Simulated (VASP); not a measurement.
# ZnS: single point with LDA

Crystal: ZnS.

```
Zn S
1.0
     0.00000    2.72159    2.72159
     2.72159    0.00000    2.72159
     2.72159    2.72159    0.00000
Zn S
1 1
Direct
  0.25000 0.25000 0.25000
  0.00000 0.00000 0.00000
```

```json
{
  "Program": "VASP 6.6.1",
  "Task": "single point",
  "Functional": "LDA",
  "Potentials or basis": "VASP PAW LDA potentials, release 64 (Zn, S)",
  "Cutoff": "520 eV",
  "k mesh": "8 × 8 × 8",
  "Occupations": "gaussian, width 0.02 eV",
  "Spin": "no spin polarisation",
  "Dipole correction": "no",
  "Further INCAR settings": "ALGO = Normal; EDIFF = 1e-06; NBANDS = 16"
}
```

```json
{
 "Pressure": "-5.7 GPa",
 "Band gap on the k mesh": "1.79 eV, direct"
}
```

Levels at points of the mesh, in eV from the valence-band top:
```
           k point  band 5  band 6  band 7  band 8  band 9  band 10  band 11  band 12  band 13  band 14
(0.00, 0.00, 0.00)   -5.96   -5.96    0.00    0.00    0.00     1.79     6.27     6.27     6.27    11.39
(0.50, 0.00, 0.00)   -5.93   -5.76   -5.24   -0.85   -0.85     3.07     6.80     6.80     8.54    11.75
(0.50, 0.50, 0.00)   -5.89   -5.74   -4.58   -2.17   -2.17     3.24     3.90    10.57    11.63    11.63
```

Wall time 14 s on 1 thread of Intel(R) Xeon(R) Platinum 8559C (Emerald Rapids) (shared host), peak memory 0.14 GiB.
